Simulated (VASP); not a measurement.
Set up this calculation in VASP 6.6.1, as the native input.

```
Task                   : single point
Functional             : LDA
Potentials or basis    : VASP PAW LDA potentials, release 64 (Al, N)
Cutoff                 : 520 eV
k mesh                 : 9 × 9 × 6
Occupations            : gaussian, width 0.01 eV
Spin                   : no spin polarisation
Dipole correction      : no
Further INCAR settings : ALGO = Normal; EDIFF = 1e-06; NBANDS = 16
```

The structure of AlN lies in POSCAR:

```
AlN
1.0
    3.0886190489      0.0000000000      0.0000000000
   -1.5443095244      2.6748225589      0.0000000000
    0.0000000000      0.0000000000      4.9431567737
Al N
2 2
Direct
    0.3333333333      0.6666666667     -0.0088419985
    0.6666666667      0.3333333333      0.4911580015
    0.3333333333      0.6666666667      0.3908419985
    0.6666666667      0.3333333333      0.8908419985
```

This cell differs from its parent crystal: atoms moved along the polar distortion.

These files were run (other wordings do the same):

INCAR

```
PREC = Accurate
ENCUT = 520
EDIFF = 1E-6
ISMEAR = 0
SIGMA = 0.01
LREAL = False
LASPH = True
NELM = 100
ALGO = Normal
ISIF = 2
LWAVE = False
LCHARG = False
GGA = CA
NBANDS = 16
```

KPOINTS

```
Automatic mesh
0
Gamma
  9 9 6
```

Potentials or basis: VASP PAW LDA potentials, release 64 (Al, N).

Run with:

```bash
$ cat potpaw_LDA.64/Al/POTCAR potpaw_LDA.64/N/POTCAR > POTCAR
$ mpirun -np 1 vasp_std > vasp.out
```

Results of the run:

The pressure is 1.1 GPa. The largest force is 0.898 eV/Å. The band gap on the k mesh is 4.15 eV.

Caveat: the cell differs from its parent crystal (atoms moved along the polar distortion); the stress differs along the axes, from -6 to 5 GPa.

Run time: 41 s on 1 thread of Intel Xeon 8259CL (shared host), peak memory 0.15 GiB.
